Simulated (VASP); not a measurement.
Crystal: CsPbCl3.

```xyz
5
Lattice="5.7403 0.0000 0.0000 0.0000 5.7403 0.0000 0.0000 0.0000 5.7403" Properties=species:S:1:pos:R:3 pbc="T T T"
Cs    0.0000    0.0000    0.0000
Pb    2.8701    2.8701    2.8701
Cl    2.8701    2.8701    0.0000
Cl    0.0000    2.8701    2.8701
Cl    2.8701    0.0000    2.8701
```

* Program: VASP 6.6.1
* Task: relaxation of cell and atoms
* Functional: r2SCAN
* Potentials or basis: VASP PAW PBE potentials, release 64 (Cs_sv, Pb_d, Cl)
* Cutoff: 600 eV
* k mesh: 4 × 4 × 4
* Occupations: fermi-dirac, width 0.02 eV
* Spin: no spin polarisation

At the start: pressure -0.8 GPa; volume 37.83 Å³/atom.

Task: How do energy, volume and symmetry change on relaxing?

Result: Over 3 steps the energy falls by 2.9 meV/atom and the volume is 36.64 Å³/atom (-3.2 %); space group Pm-3m (No. 221, to 0.1 Å) before and after.

The path:
| step | energy change (eV) | largest force (eV/Å) | pressure (GPa) | volume (Å³) |
| --- | --- | --- | --- | --- |
| 1 | 0.0000 | 0.0000 | -0.75 | 189.15 |
| 2 | -0.0139 | 0.0000 | -0.16 | 184.34 |
| 3 | -0.0145 | 0.0000 | -0.01 | 183.18 |

Final structure:
```
CELL_PARAMETERS angstrom
5.67923 0.00000 0.00000
0.00000 5.67923 0.00000
0.00000 0.00000 5.67923
ATOMIC_POSITIONS crystal
Cs 0.00000 0.00000 0.00000
Pb 0.50000 0.50000 0.50000
Cl 0.50000 0.50000 0.00000
Cl 0.00000 0.50000 0.50000
Cl 0.50000 0.00000 0.50000
```

Caveat: the PAW data sets were made with another functional, which shifts forces and pressure a little.
